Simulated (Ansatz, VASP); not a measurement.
# CsTi3: VASP beside Ansatz

```
Cs Ti
1.0
     8.71013    0.00000    0.00000
    -4.35507    7.54319    0.00000
     0.00000    0.00000    4.82401
Cs Ti
2 6
Cartesian
  0.0000 5.0288 1.2060
  4.3551 2.5144 3.6180
  4.3551 6.0682 1.2060
  -3.0777 6.8057 3.6180
  1.2774 0.7375 1.2060
  0.0000 1.4750 3.6180
  7.4327 0.7375 1.2060
  3.0777 6.8057 3.6180
```

Alike in both runs: functional r2SCAN; k mesh 3 × 3 × 4; occupations gaussian, width 0.1 eV; no spin polarisation.

Ansatz relaxed the structure, and its values are those at the end. VASP's run is a single point on that final structure, the one shown.

```csv
,VASP,Ansatz
version,VASP 6.6.1,Ansatz 0.2.0
potentials or method,"VASP PAW PBE potentials, release 64 (Cs_sv, Ti_sv), cutoff 520 eV","scalar-relativistic, plane waves, PAW"
valence electrons in the cell,90,90
```

```tsv
	VASP	Ansatz	Ansatz less VASP
gap on the k mesh at the Fermi level (eV)	none	none	-
pressure (GPa)	0.1	0.0	-0.11
rms of the force components (eV/Å)	0.033	0.002	-0.0314
```

VASP's potentials were made for PBE, not for r2SCAN. A gap of «none» marks a metal or a gap that the smearing closes. The functional is the same, so the differences come from potentials, cutoffs and numerics.

Neither program's run includes spin-orbit coupling.
